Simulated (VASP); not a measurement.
# Al5Cu (P-6m2) in VASP: a series of runs

The runs below take Al5Cu through relaxation of cell and atoms, single point, with PBE.

All numbers are computed with VASP 6.6.1; they aren't measurements. Logs are shortened: lines on timing, memory, paths and dates and some standing lists are left out, and cuts for length are marked.

## Step 1: The cell of the first run

Symmetry: P-6m2, No. 187, hexagonal system. Conventional cell: a = 2.791 Å, b = 2.791 Å, c = 13.471 Å, α = 90.00°, β = 90.00°, γ = 120.00°. Within 3.6 Å of Al (site symmetry 3m) lie 12 Al at 2.76 to 2.79 Å. Within 3.6 Å of Al (site symmetry 3m) lie 9 Al at 2.76 to 2.79 Å and 3 Cu at 2.76 Å. Within 3.6 Å of Al (site symmetry -6m2) lie 12 Al at 2.76 to 2.79 Å. Within 3.6 Å of Cu (site symmetry -6m2) lie 6 Al at 2.76 Å and 6 Cu at 2.79 Å.

## Step 2: Relaxation of cell and atoms, PBE

The input, INCAR:

```
SYSTEM = Al5Cu
ALGO     = Normal         ! electronic algorithm
EDIFF    = 1E-7           ! SCF threshold, eV
EDIFFG   = -0.04          ! ionic threshold
ENCUT    = 600            ! plane-wave cutoff, eV
GGA      = PE             ! functional
IBRION   = 2              ! ionic algorithm
ISIF     = 3              ! what is computed and relaxed
ISMEAR   = 0              ! smearing method
LASPH    = .True.         ! aspherical terms in the spheres
LCHARG   = .False.        ! write CHGCAR
LREAL    = .False.        ! projectors in reciprocal space
LWAVE    = .False.        ! write WAVECAR
NELM     = 60             ! most SCF steps
NSW      = 90             ! ionic steps
PREC     = Accurate       ! precision mode
SIGMA    = 0.1            ! smearing width, eV
```

The input, KPOINTS:

```
k-points
0
Gamma
  6 6 2
  0 0 0
```

The input, POSCAR:

```
Al5Cu
1.0
    2.7909993800      0.0000000000      0.0000000000
   -1.3954996900      2.4170763600      0.0000000000
    0.0000000000      0.0000000000     13.4712435600
Al Cu
5 1
Direct
    0.3333333300      0.6666666700      0.3333333300
    0.3333333300      0.6666666700      0.6666666700
    0.6666666700      0.3333333300      0.1666666700
    0.6666666700      0.3333333300      0.5000000000
    0.6666666700      0.3333333300      0.8333333300
    0.3333333300      0.6666666700      0.0000000000
```

Potentials or basis: VASP PAW PBE potentials, release 64 (Al, Cu).

On the command line:

```bash
cat potpaw_PBE.64/Al/POTCAR potpaw_PBE.64/Cu/POTCAR > POTCAR
mpirun -np 1 vasp_std > vasp.out
```

OUTCAR:

```text
SYSTEM = Al5Cu
   EDIFF = 1E-7
   EDIFFG = -0.04
   ENCUT = 600
   GGA = PE
   IBRION = 2
   ISIF = 3
   ISMEAR = 0
   LASPH = .True.
   LREAL = .False.
   NELM = 60
   NSW = 90
   PREC = Accurate

 ion  position               nearest neighbor table
   1  0.333  0.667  0.333-   3 2.76   3 2.76   3 2.76   4 2.76   4 2.76   4 2.76
   2  0.333  0.667  0.667-   5 2.76   5 2.76   5 2.76   4 2.76   4 2.76   4 2.76
   3  0.667  0.333  0.167-   1 2.76   1 2.76   1 2.76   6 2.76   6 2.76   6 2.76
   4  0.667  0.333  0.500-   1 2.76   2 2.76   1 2.76   2 2.76   1 2.76   2 2.76
   5  0.667  0.333  0.833-   2 2.76   2 2.76   2 2.76   6 2.76   6 2.76   6 2.76
   6  0.333  0.667  0.000-   3 2.76   5 2.76   3 2.76   5 2.76   3 2.76   5 2.76

  LATTYP: Found a hexagonal cell.
 ALAT       =     2.7909993800
 C/A-ratio  =     4.8266737917

  Lattice vectors:

 A1 = (   2.7909993800,   0.0000000000,   0.0000000000)
 A2 = (  -1.3954996900,   2.4170763600,   0.0000000000)
 A3 = (   0.0000000000,   0.0000000000,  13.4712435600)

Analysis of symmetry for initial positions (statically):
=====================================================================
 Subroutine PRICEL returns:
 Original cell was already a primitive cell.

 Routine SETGRP: Setting up the symmetry group for a
 hexagonal supercell.

 Subroutine GETGRP returns: Found 12 space group operations
 (whereof 12 operations were pure point group operations)
 out of a pool of 24 trial point group operations.

The static configuration has the point symmetry D_3h.

Analysis of symmetry for dynamics (positions and initial velocities):
=====================================================================
 Subroutine PRICEL returns:
 Original cell was already a primitive cell.

 Routine SETGRP: Setting up the symmetry group for a
 hexagonal supercell.

 Subroutine GETGRP returns: Found 12 space group operations
 (whereof 12 operations were pure point group operations)
 out of a pool of 24 trial point group operations.

The dynamic configuration has the point symmetry D_3h.

 Subroutine INISYM returns: Found 12 space group operations
 (whereof 12 operations are pure point group operations),
 and found     1 'primitive' translations

----------------------------------------------------------------------------------------

                                     Primitive cell

  volume of cell :      90.8778

  direct lattice vectors                    reciprocal lattice vectors
     2.790999380  0.000000000  0.000000000     0.358294598  0.206861483  0.000000000
    -1.395499690  2.417076360  0.000000000     0.000000000  0.413722966  0.000000000
     0.000000000  0.000000000 13.471243560     0.000000000  0.000000000  0.074232197

  length of vectors
     2.790999380  2.790999376 13.471243560     0.413722965  0.413722966  0.074232197

  position of ions in fractional coordinates (direct lattice)
     0.333333330  0.666666670  0.333333330
     0.333333330  0.666666670  0.666666670
     0.666666670  0.333333330  0.166666670
     0.666666670  0.333333330  0.500000000
     0.666666670  0.333333330  0.833333330
     0.333333330  0.666666670  0.000000000

  ion indices of the primitive-cell ions
   primitive index   ion index
                 1           1
                 2           2
                 3           3
                 4           4
                 5           5
                 6           6

----------------------------------------------------------------------------------------

 KPOINTS: k-points

Automatic generation of k-mesh.
 Grid dimensions read from file:
 generate k-points for:    6    6    2

 Generating k-lattice:

  Cartesian coordinates                     Fractional coordinates (reciprocal lattice)
     0.059715766  0.034476914  0.000000000     0.166666667 -0.000000000  0.000000000
     0.000000000  0.068953828  0.000000000     0.000000000  0.166666667  0.000000000
     0.000000000  0.000000000  0.037116098     0.000000000  0.000000000  0.500000000

  Length of vectors
     0.068953828  0.068953828  0.037116098

  Shift w.r.t. Gamma in fractional coordinates (k-lattice)
     0.000000000  0.000000000  0.000000000

 Subroutine IBZKPT returns following result:
 ===========================================

 Found     14 irreducible k-points:

 Following reciprocal coordinates:
            Coordinates               Weight
  0.000000  0.000000  0.000000      1.000000
  0.166667  0.000000  0.000000      6.000000
  0.333333  0.000000  0.000000      6.000000
  0.500000  0.000000  0.000000      3.000000
  0.166667  0.166667  0.000000      6.000000
  0.333333  0.166667  0.000000     12.000000
  0.333333  0.333333  0.000000      2.000000
  0.000000  0.000000  0.500000      1.000000
  0.166667  0.000000  0.500000      6.000000
  0.333333  0.000000  0.500000      6.000000
  0.500000  0.000000  0.500000      3.000000
  0.166667  0.166667  0.500000      6.000000
  0.333333  0.166667  0.500000     12.000000
  0.333333  0.333333  0.500000      2.000000
   k-points           NKPTS =     14   k-points in BZ     NKDIM =     14   number of bands    NBANDS=     17
   number of dos      NEDOS =    301   number of ions     NIONS =      6
   total plane-waves  NPLWV =  62208
   dimension x,y,z NGX =    24 NGY =   24 NGZ =  108
   dimension x,y,z NGXF=    48 NGYF=   48 NGZF=  216
   ions per type =               5   1
   NGX,Y,Z   is equivalent  to a cutoff of  14.30, 14.30, 13.33 a.u.
   NGXF,Y,Z  is equivalent  to a cutoff of  28.59, 28.59, 26.66 a.u.
 SYSTEM =  Al5Cu
   PREC   = accura    normal or accurate (medium, high low for compatibility)
   ISTART =      0    job   : 0-new  1-cont  2-samecut
   ICHARG =      2    charge: 1-file 2-atom 10-const
   ISPIN  =      1    spin polarized calculation?
   LNONCOLLINEAR =      F non collinear calculations
   LSORBIT =      F    spin-orbit coupling
   LASPH  =      T    aspherical Exc in radial PAW
   ENCUT  =  600.0 eV  44.10 Ry    6.64 a.u.   5.57  5.57 26.91*2*pi/ulx,y,z
   NELM   =     60;   NELMIN=  2; NELMDL= -5     # of ELM steps
   EDIFF  = 0.1E-06   stopping-criterion for ELM
   LREAL  =      F    real-space projection
   EDIFFG = -.4E-01   stopping-criterion for IOM
   NSW    =     90    number of steps for IOM
   IBRION =      2    ionic relax: 0-MD 1-quasi-New 2-CG
   NFREE  =      1    steps in history (QN), initial steepest desc. (CG)
   ISIF   =      3    stress and relaxation
   ISYM   =      2    0-nonsym 1-usesym 2-fastsym
   POTIM  = 0.5000    time-step for ionic-motion
   TEBEG  =    0.0;   TEEND  =   0.0 temperature during run
   PSTRESS=    0.0 pullay stress
   NELECT =      26.0000    total number of electrons
   NUPDOWN=      -1.0000    fix difference up-down
   EMIN   =  10.00;   EMAX   =-10.00  energy-range for DOS
   EFERMI =   0.00;   METHOD = LEGACY
   ISMEAR =     0;   SIGMA  =   0.10  broadening in eV -4-tet -1-fermi 0-gaus
   EFERMI_NEDOS =   21; number of points for ismear=-14 and -15
   IALGO  =     38    algorithm
   IMIX   =      4    mixing-type and parameters
     AMIX     =   0.40;   BMIX     =  1.00
     AMIX_MAG =   1.60;   BMIX_MAG =  1.00
  volume/ion in A,a.u.               =      15.15       102.21
  Fermi-wavevector in a.u.,A,eV,Ry     =   1.078731  2.038507 15.832577  1.163662
  Thomas-Fermi vector in A             =   2.214678
   LORBIT       =      0    0 simple, 1 ext, 2 COOP (PROOUT), +10 PAW based schemes
   GGA     = PE    functional components
   LHFCALC =     F    Hartree Fock is set to
   AEXX    =    0.0000 exact exchange contribution
   IVDW    =     0    specifies the selected vdW correction
   LEPSILON=     F    determine dielectric tensor
   LRPA    =     F    only Hartree local field effects (RPA)
 conjugate gradient relaxation of ions
 non-spin polarized calculation
 Gauss-broadening in eV      SIGMA  =   0.10
  energy-cutoff  :      600.00
  volume of cell :       90.88
 maximum number of plane-waves:      3078
 NGX is ok and might be reduce to    24
   NGX = 11   NGY = 11   NGZ = 53

--------------------------------------- Ionic step        1  -------------------------------------------

 number of electron      26.0000000 magnetization

 Free energy of the ion-electron system (eV)
  ---------------------------------------------------
  ext. energy  EPLUGINS =         0.00000000
  ---------------------------------------------------
  free energy    TOTEN  =       -22.35095775 eV

  energy without entropy =      -22.33769489  energy(sigma->0) =      -22.34432632

------------------------ aborting loop because EDIFF is reached ----------------------------------------

  FORCE on cell =-STRESS in cart. coord.  units (eV):
  Direction    XX          YY          ZZ          XY          YZ          ZX
  --------------------------------------------------------------------------------------
  -------------------------------------------------------------------------------------
  Total        1.7044846      1.7044846      3.0800016      0.0000000     -0.0000000      0.0000000
  in kB       30.0500969     30.0500968     54.3004875      0.0000000     -0.0000000      0.0000000
  external PRESSURE =      38.1335604 kB  Pullay stress =       0.0000000 kB
[... 305 lines left out ...]
  energy  without entropy=      -22.5755957467  energy(sigma->0) =      -22.58331907

--------------------------------------- Ionic step        9  -------------------------------------------

 number of electron      25.9999997 magnetization

 Free energy of the ion-electron system (eV)
  ---------------------------------------------------
  ext. energy  EPLUGINS =         0.00000000
  ---------------------------------------------------
  free energy    TOTEN  =       -22.59301976 eV

  energy without entropy =      -22.57729725  energy(sigma->0) =      -22.58515850

 E-fermi :   7.9584     XC(G=0): -10.4854

 val. band max:        7.9532638348   @ k =   0.3333   0.0000   0.0000
 cond. band min:       7.9702049317   @ k =   0.3333   0.0000   0.5000
 fundamental gap:      0.0169410969
 Fermi energy:         7.9583990783

 k-point     1 :       0.0000    0.0000    0.0000
  band No.  band energies     occupation
      1      -3.0784      2.00000
      2      -2.4617      2.00000
      3      -2.0247      2.00000
      4      -0.0461      2.00000
      5       0.3984      2.00000
      6       3.3221      2.00000
[... 9 lines left out ...]
     16      16.4389      0.00000
     17      19.0284      0.00000
[... 291 lines left out ...]
  FREE ENERGIE OF THE ION-ELECTRON SYSTEM (eV)
  ---------------------------------------------------
  free  energy   TOTEN  =       -22.5930197601 eV

  energy  without entropy=      -22.5772972453  energy(sigma->0) =      -22.58515850

 reached required accuracy - stopping structural energy minimisation
```

Wall time 5.1 min (1 thread of Intel Xeon Platinum 8259CL at 2.50GHz (Skylake/Cascade Lake), shared host); peak memory 0.25 GiB.

Results:

| Item | Value |
| --- | --- |
| Free energy | -22.5930 eV |
| Relaxed volume | 15.83 Å³/atom |
| Relaxed cell | a = 2.837 Å, b = 2.837 Å, c = 13.631 Å, α = 90.00°, β = 90.00°, γ = 120.00° |
| Space group after relaxing (to 0.1 Å) | P-6m2 (No. 187) |
| Energy gained by relaxing | 40.3 meV/atom |
| Ionic steps | 9 |
| Pressure after relaxing | 0.0 GPa |
| Largest force after relaxing | 0.004 eV/Å |

Forces on the atoms (eV/Å):
```
Al   0.000  0.000  0.004
Al   0.000  0.000 -0.004
Al   0.000  0.000  0.002
Al   0.000  0.000  0.000
Al   0.000  0.000 -0.002
Cu   0.000  0.000  0.000
```

Stress tensor (GPa, compression positive):
```
 0.02  0.00  0.00
 0.00  0.02  0.00
 0.00  0.00 -0.13
```

Step by step:
```csv
step,energy change (eV),largest force (eV/Å),pressure (GPa),volume (Å³)
1,0.0000,0.8191,3.81,90.88
2,-0.1095,0.5950,-0.68,95.70
3,-0.1124,0.5579,-1.42,96.63
4,-0.1607,0.4181,-0.94,95.97
5,-0.2207,0.2661,0.83,94.13
6,-0.2336,0.1769,-0.20,95.39
7,-0.2336,0.1792,-0.16,95.32
8,-0.2401,0.0854,-0.10,95.16
9,-0.2421,0.0039,-0.03,94.99
```

Final structure:
```
CELL_PARAMETERS angstrom
2.83674 0.00000 0.00000
-1.41837 2.45668 0.00000
0.00000 0.00000 13.63082
ATOMIC_POSITIONS crystal
Al 0.33333 0.66667 0.32402
Al 0.33333 0.66667 0.67598
Al 0.66667 0.33333 0.15144
Al 0.66667 0.33333 0.50000
Al 0.66667 0.33333 0.84856
Cu 0.33333 0.66667 0.00000
```

Levels at points of the mesh, in eV from the Fermi level:
```tsv
k point	band 10	band 11	band 12	band 13	band 14	band 15	band 16	band 17
(0.00, 0.00, 0.00)	-3.13	-3.13	-2.88	1.28	2.11	7.78	8.48	11.07
(0.50, 0.00, 0.00)	-2.67	-2.59	-2.07	-1.60	-1.14	-0.54	1.42	2.14
(0.00, 0.00, 0.50)	-3.13	-3.13	-1.61	-0.60	4.44	5.16	10.86	11.14
(0.50, 0.00, 0.50)	-3.02	-2.59	-2.47	-1.61	-0.35	0.06	0.50	0.81
```

Caveat: the k points lie up to 0.43 Å⁻¹ apart in the final cell; the highest band is partly filled, so the run has too few bands.

## Step 3: Single point, PBE

This run uses another cell than the first one, of 15.68 Å³/atom.

The input, INCAR:

```
ALGO = Fast ; EDIFF = 1E-6
ENCUT = 520 ; GGA = PE
ISIF = 2 ; ISMEAR = 0
LASPH = True ; LCHARG = False
LREAL = False ; LWAVE = False
NBANDS = 22 ; NELM = 100
PREC = Accurate ; SIGMA = 0.1
```

The input, KPOINTS:

```
k-points
0
Gamma
  18 18 4
```

The input, POSCAR:

```
Al5Cu
1.0
    2.8349614122      0.0000000000      0.0000000000
   -1.4174807061      2.4551486017      0.0000000000
    0.0000000000      0.0000000000     13.5206457683
Al Cu
5 1
Direct
    0.3333333333      0.6666666667      0.3245418670
    0.3333333333      0.6666666667      0.6754581330
    0.6666666667      0.3333333333      0.1503902153
    0.6666666667      0.3333333333      0.5000000000
    0.6666666667      0.3333333333      0.8496097847
    0.3333333333      0.6666666667      0.0000000000
```

Potentials or basis: VASP PAW PBE potentials, release 64 (Al, Cu).

On the command line:

```bash
cat potpaw_PBE.64/Al/POTCAR potpaw_PBE.64/Cu/POTCAR > POTCAR
mpirun -np 1 vasp_std > vasp.out
```

Wall time 7.5 min (1 thread of Intel Xeon Platinum 8259CL at 2.50GHz (Skylake/Cascade Lake), shared host); peak memory 0.38 GiB.

The run converged. Its results:

```
Free energy            : -22.4700 eV
Pressure               : 0.1 GPa
Largest force          : 0.019 eV/Å
Band gap on the k mesh : zero (bands 13 and 14 overlap by 3.86 eV)
```

Forces in eV/Å, atoms in the order of the input:
```
Al   0.000  0.000  0.000
Al   0.000  0.000  0.000
Al   0.000  0.000  0.019
Al   0.000  0.000  0.000
Al   0.000  0.000 -0.019
Cu   0.000  0.000  0.000
```

Levels at points of the mesh, in eV from the Fermi level:
| k point | band 11 | band 12 | band 13 | band 14 | band 15 | band 16 |
| --- | --- | --- | --- | --- | --- | --- |
| (0.00, 0.00, 0.00) | -3.15 | -2.80 | 1.41 | 2.28 | 8.01 | 8.72 |
| (0.50, 0.00, 0.00) | -2.61 | -2.05 | -1.59 | -1.12 | -0.53 | 1.46 |
| (0.00, 0.00, 0.50) | -3.15 | -1.50 | -0.49 | 4.61 | 5.38 | 11.06 |
| (0.50, 0.00, 0.50) | -2.61 | -2.47 | -1.60 | -0.30 | 0.08 | 0.58 |
